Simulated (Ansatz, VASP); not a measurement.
AlN: VASP beside Ansatz

INCAR

```
SYSTEM = AlN
  PREC = Accurate
  ENCUT = 520
  EDIFF = 1E-6
  ISMEAR = 0
  SIGMA = 0.05
  LREAL = .FALSE.
  LASPH = .TRUE.
  NELM = 60
  ALGO = Normal
  ISIF = 2
  LWAVE = .FALSE.
  LCHARG = .FALSE.
  GGA = PS
  NBANDS = 26
```

KPOINTS

```
regular mesh
0
G
  8 8 8
  0 0 0
```

POSCAR

```
AlN
1.0
   -3.1135599857      0.0000000000      0.0000000000
    0.0000000000      5.3928440876      0.0000000000
    1.5567799928     -2.6964220438     -4.9833504711
Al N
4 4
Direct
    0.9992425391      0.3373909551      0.9984850782
    0.4992425391      0.8373909551      0.9984850782
    0.2492425391      0.9110941231      0.4984850782
    0.7492425391      0.4110941231      0.4984850782
    0.8082596863      0.1519771472      0.6165193726
    0.3082596863      0.6519771472      0.6165193726
    0.0582596863      0.7145422254      0.1165193726
    0.5582596863      0.2145422254      0.1165193726
```

Input for Ansatz:

```yaml
crystal:
  lattice:
    - [-3.1135599857, 0.0, 0.0]
    - [0.0, 5.3928440876, 0.0]
    - [1.5567799928, -2.6964220438, -4.9833504711]
  atoms:
    - { symbol: Al, position: [0.9992425391, 0.3373909551, 0.9984850782] }
    - { symbol: Al, position: [0.4992425391, 0.8373909551, 0.9984850782] }
    - { symbol: Al, position: [0.2492425391, 0.9110941231, 0.4984850782] }
    - { symbol: Al, position: [0.7492425391, 0.4110941231, 0.4984850782] }
    - { symbol: "N", position: [0.8082596863, 0.1519771472, 0.6165193726] }
    - { symbol: "N", position: [0.3082596863, 0.6519771472, 0.6165193726] }
    - { symbol: "N", position: [0.0582596863, 0.7145422254, 0.1165193726] }
    - { symbol: "N", position: [0.5582596863, 0.2145422254, 0.1165193726] }
basis:
  ecutwfc: 520.0
kpoints:
  mp_grid: { grid: [8, 8, 8] }
hamiltonian:
  xc: pbesol
  pseudopotentials: { kind: paw, azcp: { folder: soft_1 } }
scf:
  occupations: { method: gaussian, width: 0.05 }
output:
  forces: true
  stress: true
  eigenvalues: true
```

Change from the starting cell: mode 4 frozen in at +0.000 Å and mode 15 at +0.056 Å (largest displacements).

Alike in both runs: task single point; functional PBEsol; k mesh 8 × 8 × 8; occupations gaussian, width 0.05 eV; no spin polarisation.

|  | VASP | Ansatz |
| --- | --- | --- |
| version | VASP 6.6.1 | Ansatz 0.2.0 |
| potentials or method | VASP PAW PBE potentials, release 64 (Al, N), cutoff 520 eV | scalar-relativistic, plane waves, PAW |
| valence electrons in the cell | 32 | 32 |

|  | VASP | Ansatz | Ansatz less VASP |
| --- | --- | --- | --- |
| gap on the k mesh at the Fermi level (eV) | 4.09 | 4.08 | -0.016 |
| least direct gap on the mesh (eV) | 4.09 | 4.08 | -0.016 |
| pressure (GPa) | 1.1 | 1.0 | -0.03 |
| traceless stress, the component that is largest in VASP (GPa) | 7.27 | 7.17 | -0.099 |
| rms of the force components (eV/Å) | 0.793 | 0.785 | -0.0073 |

VASP's potentials were made for PBE, not for PBEsol, and Ansatz warns of the same on its side. Atom by atom the forces differ by 0.007 eV/Å (rms over components).
